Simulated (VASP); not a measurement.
Runs of VASP 6.6.1 on Ga3BAs2. The structure is that of space group P6/mmm (No. 191), or close to it. The cells are those of the table. The cell was generated, and may not be a known phase.

```csv
task,cell,k mesh,cutoff (eV),gap on the mesh (eV),pressure (GPa),relaxed volume (Å³/atom)
relaxation of cell and atoms,"relaxed from a = 5.946, b = 5.946, c = 3.406 Å, angles 90.0, 90.0, 120.0°, 6 atoms",3 × 3 × 6,600,none,-0.2,23.07
single point,"a = 6.401, b = 6.401, c = 3.795 Å, angles 90.0, 90.0, 120.0°, 6 atoms",6 × 6 × 10,520,none,0.2,-
relaxation of cell and atoms,"relaxed from a = 6.538, b = 6.538, c = 3.681 Å, angles 90.0, 90.0, 120.0°, 6 atoms",6 × 6 × 10,600,none,-0.1,22.52
single point,"a = 5.946, b = 5.946, c = 3.406 Å, angles 90.0, 90.0, 120.0°, 6 atoms",3 × 3 × 6,520,none,(b),-
single point,"a = 6.538, b = 6.538, c = 3.681 Å, angles 90.0, 90.0, 120.0°, 6 atoms",3 × 3 × 6,520,none,(a),-
```

Alike in all rows: level PBE; potentials or basis VASP PAW PBE potentials, release 64 (Ga_d, B, As); no spin polarisation; smearing gaussian 0.1 eV.

**Question.** Fill in the values left out.

**Answer.** (a) 0.4; (b) 21.8.

Caveats: some runs use coarse meshes; the volume moved by over 15 % at a fixed basis, so the end points are rough (at least some runs).

A k mesh can miss the band edges, and the runs leave out spin-orbit coupling on As, Ga.

A gap of «none» marks levels without a gap at the run's occupations.
